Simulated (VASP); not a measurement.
Write the native input for VASP 6.6.1 that does the following.

```yaml
Task: single point
Functional: PBEsol
Potentials_or_basis: VASP PAW PBE potentials, release 64 (Se)
Cutoff: 520 eV
k_mesh: 12 × 12 × 9
Occupations: fermi-dirac, width 0.1 eV
Spin: no spin polarisation
Dipole_correction: no
Further_INCAR_settings: ALGO = Normal; EDIFF = 1e-06; NBANDS = 13
```

The structure of Se lies in POSCAR:

```
Se
1.0
    3.6976899857      0.0000000000      0.0000000000
   -1.8488449929      3.2022934629      0.0000000000
    0.0000000000      0.0000000000      3.9769271911
Se
2
Direct
    0.3333333333      0.6666666667      0.2500000000
    0.6666666667      0.3333333333      0.7500000000
```

This cell differs from its parent crystal: volume scaled by 1.12.

These files were run (other wordings do the same):

INCAR

```
SYSTEM = Se
ALGO = Normal
EDIFF = 1E-6
ENCUT = 520
GGA = PS
ISIF = 2
ISMEAR = -1
LASPH = .TRUE.
LCHARG = .FALSE.
LREAL = .FALSE.
LWAVE = .FALSE.
NBANDS = 13
NELM = 60
PREC = Accurate
SIGMA = 0.1
```

KPOINTS

```
k-points
0
G
  12 12 9
  0 0 0
```

Potentials or basis: VASP PAW PBE potentials, release 64 (Se).

The run is started by

```console
$ cat potpaw_PBE.64/Se/POTCAR > POTCAR
$ mpirun -np 1 vasp_std > vasp.out
```

Results of the run:

```yaml
Pressure: -6.9 GPa
Band_gap_on_the_k_mesh: zero (band 6 reaches 4.80 eV, above the bottom of band 7 at 2.31 eV)
```

Caveat: the PAW data sets were made with another functional, which shifts forces and pressure a little.

It took 22 s on 1 thread of AMD EPYC 9R45 96-Core Processor (Zen 5), with other jobs on the host, peak memory 0.16 GiB.
